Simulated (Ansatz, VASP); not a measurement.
Te2Mo in VASP and in Ansatz

Contents of POSCAR:

```
Te2Mo
1.0
    3.5624185427      0.0000000000      0.0000000000
   -1.7812092714      3.0851449569      0.0000000000
    0.0000000000      0.0000000000     31.5632657400
Te Mo
6 3
Direct
    0.0000000000      0.0000000000      0.0567620800
    0.3333333333      0.6666666667      0.2889862200
    0.3333333333      0.6666666667      0.8244042500
    0.3333333333      0.6666666667      0.1755957500
    0.3333333333      0.6666666667      0.7110137800
    0.0000000000      0.0000000000      0.9432379200
    0.3333333333      0.6666666667      0.0000000000
    0.0000000000      0.0000000000      0.2323060100
    0.0000000000      0.0000000000      0.7676939900
```

The input INCAR.step1:

```
SYSTEM = Te2Mo
  PREC = Accurate
  ENCUT = 520
  ISMEAR = -1
  SIGMA = 0.05
  LREAL = .False.
  LASPH = .True.
  NELM = 150
  LMAXMIX = 4
  LDAU = .True.
  LDAUTYPE = 2
  LDAUL = -1 2
  LDAUU = 0 4
  LDAUJ = 0 0
  NBANDS = 49
  GGA = PE
  ALGO = Normal
  EDIFF = 1E-4
  LWAVE = .True.
  LCHARG = .False.
```

File INCAR.step2:

```
SYSTEM = Te2Mo
  PREC = Accurate
  ENCUT = 520
  EDIFF = 1E-6
  ISMEAR = -1
  SIGMA = 0.05
  LREAL = .False.
  LASPH = .True.
  NELM = 150
  ALGO = Normal
  ISIF = 2
  LWAVE = .False.
  LCHARG = .False.
  LMAXMIX = 4
  LDAU = .True.
  LDAUTYPE = 2
  LDAUL = -1 2
  LDAUU = 0 4
  LDAUJ = 0 0
  LDAUPRINT = 1
  METAGGA = R2SCAN
  LMIXTAU = .True.
  NBANDS = 49
  ISTART = 1
```

Contents of KPOINTS:

```
regular mesh
0
Gamma
  7 7 1
  0 0 0
```

input.yaml

```yaml
crystal:
  lattice:
    - [3.5624185427, 0.0, 0.0]
    - [-1.7812092714, 3.0851449569, 0.0]
    - [0.0, 0.0, 31.56326574]
  atoms:
    - { symbol: Te, position: [0.0, 0.0, 0.05676208] }
    - { symbol: Te, position: [0.3333333333, 0.6666666667, 0.28898622] }
    - { symbol: Te, position: [0.3333333333, 0.6666666667, 0.82440425] }
    - { symbol: Te, position: [0.3333333333, 0.6666666667, 0.17559575] }
    - { symbol: Te, position: [0.3333333333, 0.6666666667, 0.71101378] }
    - { symbol: Te, position: [0.0, 0.0, 0.94323792] }
    - { symbol: Mo, position: [0.3333333333, 0.6666666667, 0.0] }
    - { symbol: Mo, position: [0.0, 0.0, 0.23230601] }
    - { symbol: Mo, position: [0.0, 0.0, 0.76769399] }
hamiltonian:
  xc: r2scan
  pseudopotentials: { kind: paw }
  hubbard: { sites: [{ species: Mo, l: d, u_eff: 4.0 }] }
kpoints:
  mp_grid: { grid: [7, 7, 1] }
scf:
  occupations: { method: fermi_dirac, width: 0.05 }
output:
  forces: true
  stress: true
  eigenvalues: true
```

Alike in both runs: task single point; functional r2SCAN; k mesh 7 × 7 × 1; occupations fermi-dirac, width 0.05 eV; no spin polarisation; Hubbard terms Mo d U = 4.0 eV.

```csv
,VASP,Ansatz
version,VASP 6.6.1,Ansatz 0.2.0
potentials or method,"VASP PAW PBE potentials, release 64 (Te, Mo_sv)",Ansatz PAW
plane-wave cutoff (eV),520,500
valence electrons in the cell,78,138
```

```csv
,VASP,Ansatz,Ansatz less VASP
gap on the k mesh at the Fermi level (eV),1.25,1.24,-0.002
least direct gap on the mesh (eV),1.38,1.27,-0.113
rms of the force components (eV/Å),0.107,0.040,-0.0663
```

VASP's potentials were made for PBE, not for r2SCAN. The programs project onto different local orbitals, so the same U acts differently, and such runs can settle in different states. Atom by atom the forces differ by 0.146 eV/Å (rms over components). VASP's potentials hold 78 valence electrons a cell and Ansatz's 138, so a difference there can come from the potentials and not from the codes.

Spin-orbit coupling is off throughout. Noted on Ansatz's run: odd divisions of the mesh miss points on the zone boundary, where band edges often lie, so the gap on the mesh can be too wide.
